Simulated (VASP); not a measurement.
# SiC (P6_3mc) in VASP: notebook

The runs below take SiC through single point, with PBE.

Everything below comes from runs of VASP 6.6.1. Logs are shortened: lines on timing, memory, paths and dates and some standing lists are left out, and cuts for length are marked.

## Step 1: The cell of the first run

It takes space group P6_3mc (No. 186, hexagonal). The conventional cell has a = 2.906 Å, b = 2.906 Å, c = 5.074 Å, α = 90.00°, β = 90.00°, γ = 120.00°. Si (site symmetry 3m) has 4 C at 1.79 to 1.91 Å within 2.4 Å. C (site symmetry 3m) has 4 Si at 1.79 to 1.91 Å within 2.4 Å.

## Step 2: Single point, PBE (strain -0.0600 x Voigt [1, 1, 0, 0, 0, 0])

INCAR reads:

```
SYSTEM = SiC
PREC = Accurate
ENCUT = 520
EDIFF = 1E-6
ISMEAR = 0
SIGMA = 0.05
LREAL = .False.
LASPH = .True.
NELM = 60
ALGO = Normal
ISIF = 2
LWAVE = .False.
LCHARG = .True.
GGA = PE
LELF = .True.
LVHAR = .True.
NBANDS = 16
```

KPOINTS reads:

```
regular mesh
0
Gamma
  12 12 6
  0 0 0
```

POSCAR reads:

```
SiC
1.0
    2.9064675304      0.0000000000      0.0000000000
   -1.4532337652      2.5170747166      0.0000000000
    0.0000000000      0.0000000000      5.0737646004
Si C
2 2
Direct
    0.3333333333      0.6666666667      0.0045636718
    0.6666666667      0.3333333333      0.5045636718
    0.3333333333      0.6666666667      0.3804363282
    0.6666666667      0.3333333333      0.8804363282
```

Potentials or basis: VASP PAW PBE potentials, release 64 (Si, C).

Started as:

```console
$ cat potpaw_PBE.64/Si/POTCAR potpaw_PBE.64/C/POTCAR > POTCAR
$ mpirun -np 1 vasp_std > vasp.out
```

OUTCAR:

```text
SYSTEM = SiC
   PREC = Accurate
   ENCUT = 520
   EDIFF = 1E-6
   ISMEAR = 0
   LREAL = .False.
   LASPH = .True.
   NELM = 60
   ISIF = 2
   GGA = PE

 ion  position               nearest neighbor table
   1  0.333  0.667  0.005-   4 1.79   4 1.79   4 1.79   3 1.91   2 3.04   2 3.04   2 3.04   2 3.04
                             2 3.04   2 3.04
   2  0.667  0.333  0.505-   3 1.79   3 1.79   3 1.79   4 1.91   1 3.04   1 3.04   1 3.04   1 3.04
                             1 3.04   1 3.04
   3  0.333  0.667  0.380-   2 1.79   2 1.79   2 1.79   1 1.91
   4  0.667  0.333  0.880-   1 1.79   1 1.79   1 1.79   2 1.91

  LATTYP: Found a hexagonal cell.
 ALAT       =     2.9064675304
 C/A-ratio  =     1.7456808126

  Lattice vectors:

 A1 = (   2.9064675304,   0.0000000000,   0.0000000000)
 A2 = (  -1.4532337652,   2.5170747166,   0.0000000000)
 A3 = (   0.0000000000,   0.0000000000,   5.0737646004)

Analysis of symmetry for initial positions (statically):
=====================================================================
 Subroutine PRICEL returns:
 Original cell was already a primitive cell.

 Routine SETGRP: Setting up the symmetry group for a
 hexagonal supercell.

 Subroutine GETGRP returns: Found 12 space group operations
 (whereof  6 operations were pure point group operations)
 out of a pool of 24 trial point group operations.

The static configuration has the point symmetry C_3v.
 The point group associated with its full space group is C_6v.

Analysis of symmetry for dynamics (positions and initial velocities):
=====================================================================
 Subroutine PRICEL returns:
 Original cell was already a primitive cell.

 Routine SETGRP: Setting up the symmetry group for a
 hexagonal supercell.

 Subroutine GETGRP returns: Found 12 space group operations
 (whereof  6 operations were pure point group operations)
 out of a pool of 24 trial point group operations.

The dynamic configuration has the point symmetry C_3v.
 The point group associated with its full space group is C_6v.

 Subroutine INISYM returns: Found 12 space group operations
 (whereof  6 operations are pure point group operations),
 and found     1 'primitive' translations

----------------------------------------------------------------------------------------

                                     Primitive cell

  volume of cell :      37.1186

  direct lattice vectors                    reciprocal lattice vectors
     2.906467530  0.000000000  0.000000000     0.344060269  0.198643289  0.000000000
[... 96 lines left out ...]
   ISIF   =      2    stress and relaxation
   ISYM   =      2    0-nonsym 1-usesym 2-fastsym
   POTIM  = 0.5000    time-step for ionic-motion
   TEBEG  =    0.0;   TEEND  =   0.0 temperature during run
   PSTRESS=    0.0 pullay stress
   NELECT =      16.0000    total number of electrons
   NUPDOWN=      -1.0000    fix difference up-down
   EMIN   =  10.00;   EMAX   =-10.00  energy-range for DOS
   EFERMI =   0.00;   METHOD = LEGACY
   ISMEAR =     0;   SIGMA  =   0.05  broadening in eV -4-tet -1-fermi 0-gaus
   EFERMI_NEDOS =   21; number of points for ismear=-14 and -15
   IALGO  =     38    algorithm
   IMIX   =      4    mixing-type and parameters
     AMIX     =   0.40;   BMIX     =  1.00
     AMIX_MAG =   1.60;   BMIX_MAG =  1.00
  volume/ion in A,a.u.               =       9.28        62.62
  Fermi-wavevector in a.u.,A,eV,Ry     =   1.236662  2.336951 20.807822  1.529332
  Thomas-Fermi vector in A             =   2.371261
   LORBIT       =      0    0 simple, 1 ext, 2 COOP (PROOUT), +10 PAW based schemes
   GGA     = PE    functional components
   LHFCALC =     F    Hartree Fock is set to
   AEXX    =    0.0000 exact exchange contribution
   IVDW    =     0    specifies the selected vdW correction
   LEPSILON=     F    determine dielectric tensor
   LRPA    =     F    only Hartree local field effects (RPA)
 non-spin polarized calculation
 Gauss-broadening in eV      SIGMA  =   0.05
  energy-cutoff  :      520.00
  volume of cell :       37.12
 maximum number of plane-waves:      1027
 NGX is ok and might be reduce to    24
   NGX = 11   NGY = 11   NGZ = 19

 number of electron      16.0000001 magnetization

 Free energy of the ion-electron system (eV)
  ---------------------------------------------------
  ext. energy  EPLUGINS =         0.00000000
  ---------------------------------------------------
  free energy    TOTEN  =       -29.42728405 eV

  energy without entropy =      -29.42728405  energy(sigma->0) =      -29.42728405

 E-fermi :   9.9248     XC(G=0): -11.8324

 val. band max:        9.6525932999   @ k =   0.0000   0.0000   0.0000
 cond. band min:      11.4369578093   @ k =   0.3333   0.3333   0.0000
 fundamental gap:      1.7843645094
 Fermi energy:         9.9248237535

 k-point     1 :       0.0000    0.0000    0.0000
  band No.  band energies     occupation
      1      -6.9350      2.00000
      2      -3.4799      2.00000
      3       0.0817      2.00000
      4       8.5894      2.00000
      5       8.5894      2.00000
      6       9.0627      2.00000
[... 433 lines left out ...]
      3       2.0375      2.00000
      4       3.3477      2.00000
      5       4.4864      2.00000
      6       6.8576      2.00000
[... 8 lines left out ...]
     15      21.5492      0.00000
     16      22.8183      0.00000

 [... further k-points ...]

------------------------ aborting loop because EDIFF is reached ----------------------------------------

  FORCE on cell =-STRESS in cart. coord.  units (eV):
  Direction    XX          YY          ZZ          XY          YZ          ZX
  --------------------------------------------------------------------------------------
  -------------------------------------------------------------------------------------
  Total       11.5895561     11.5895561      1.2834129      0.0000000      0.0000000      0.0000000
  in kB      500.2481461    500.2481461     55.3968512      0.0000000      0.0000000      0.0000000
  external PRESSURE =     351.9643811 kB  Pullay stress =       0.0000000 kB

 VOLUME and BASIS-vectors are now :
 -----------------------------------------------------------------------------
  energy-cutoff  :      520.00
  volume of cell :       37.12
      direct lattice vectors                 reciprocal lattice vectors
     2.906467530  0.000000000  0.000000000     0.344060269  0.198643289  0.000000000
    -1.453233765  2.517074717  0.000000000     0.000000000  0.397286578  0.000000000
     0.000000000  0.000000000  5.073764600     0.000000000  0.000000000  0.197092313

 POSITION                                       TOTAL-FORCE (eV/Angst)
 -----------------------------------------------------------------------------------
     -0.00000      1.67805      0.02315         0.000000      0.000000      0.893014
      1.45323      0.83902      2.56004        -0.000000      0.000000      0.893014
     -0.00000      1.67805      1.93024         0.000000     -0.000000     -0.893014
      1.45323      0.83902      4.46713        -0.000000      0.000000     -0.893014
 -----------------------------------------------------------------------------------
    total drift:                               -0.000000      0.000000     -0.000214

  FREE ENERGIE OF THE ION-ELECTRON SYSTEM (eV)
  ---------------------------------------------------
  free  energy   TOTEN  =       -29.4272840503 eV

  energy  without entropy=      -29.4272840503  energy(sigma->0) =      -29.42728405
```

stdout:

```text
POSCAR found type information on POSCAR SiC
 POSCAR found :  2 types and       4 ions
 scaLAPACK will be used
 LDA part: xc-table for (Slater+PW92), standard interpolation
 POSCAR, INCAR and KPOINTS ok, starting setup
 FFT: planning ... GRIDC
 FFT: planning ... GRID_SOFT
 FFT: planning ... GRID
 WAVECAR not read
 entering main loop
```

It took 41 s on 1 thread of Intel Xeon 8259CL, shared host; peak memory 0.18 GiB.

What came out:

* Free energy: -29.4273 eV
* Pressure: 35.2 GPa
* Largest force: 0.893 eV/Å
* Band gap on the k mesh: 1.78 eV (least direct gap 4.71 eV)

Forces on the atoms (eV/Å):
```
Si   0.000  0.000  0.893
Si   0.000  0.000  0.893
C    0.000  0.000 -0.893
C    0.000  0.000 -0.893
```

Stress tensor (GPa, compression positive):
```
50.02  0.00  0.00
 0.00 50.02  0.00
 0.00  0.00  5.54
```

Caveat: the cell differs from its parent crystal (strain -0.0600 x Voigt [1, 1, 0, 0, 0, 0]); the cell stands under pressure. A k mesh can miss the band edges.

## Step 3: Single point, PBE (strain -0.0450 x Voigt [1, 1, 0, 0, 0, 0])

INCAR reads:

```
  ALGO = Normal
  EDIFF = 1E-6
  ENCUT = 520
  GGA = PE
  ISIF = 2
  ISMEAR = 0
  LASPH = True
  LCHARG = True
  LELF = True
  LREAL = False
  LVHAR = True
  LWAVE = False
  NBANDS = 16
  NELM = 80
  PREC = Accurate
  SIGMA = 0.05
```

KPOINTS reads:

```
k-points
0
Gamma
  12 12 6
```

POSCAR, as its differences from that of step 2:

```diff
@@ -2,4 +2,4 @@
 1.0
-    2.9064675304      0.0000000000      0.0000000000
-   -1.4532337652      2.5170747166      0.0000000000
+    2.9528473314      0.0000000000      0.0000000000
+   -1.4764236657      2.5572408025      0.0000000000
     0.0000000000      0.0000000000      5.0737646004
```

Potentials or basis: VASP PAW PBE potentials, release 64 (Si, C).

Started as:

```console
$ cat potpaw_PBE.64/Si/POTCAR potpaw_PBE.64/C/POTCAR > POTCAR
$ mpirun -np 1 vasp_std > vasp.out
```

Run time: 53 s. Hardware: 1 thread of Intel Xeon 8259CL, shared host; peak memory 0.18 GiB.

It converged, with:

| Quantity | Value |
| --- | --- |
| Free energy | -29.7419 eV |
| Pressure | 24.4 GPa |
| Largest force | 0.599 eV/Å |
| Band gap on the k mesh | 1.93 eV (least direct gap 4.54 eV) |

Forces in eV/Å, atoms in the order of the input:
```
Si   0.000  0.000  0.599
Si   0.000  0.000  0.599
C    0.000  0.000 -0.599
C    0.000  0.000 -0.599
```

Stress tensor (GPa, compression positive):
```
34.70  0.00  0.00
 0.00 34.70  0.00
 0.00  0.00  3.77
```

Levels at points of the mesh, in eV from the valence-band top:
```csv
k point,band 5,band 6,band 7,band 8,band 9,band 10,band 11,band 12
"(0.00, 0.00, 0.00)",-1.13,-0.43,0.00,0.00,5.81,6.16,7.48,7.48
"(0.50, 0.00, 0.00)",-5.70,-3.54,-3.30,-1.35,3.19,3.93,7.47,7.59
"(0.00, 0.00, 0.50)",-0.60,-0.60,-0.60,-0.60,7.01,7.01,8.08,8.08
"(0.50, 0.00, 0.50)",-2.67,-2.67,-2.48,-2.48,3.17,3.17,5.41,5.41
```

Caveat: the cell differs from its parent crystal (strain -0.0450 x Voigt [1, 1, 0, 0, 0, 0]); the cell stands under pressure. A k mesh can miss the band edges.
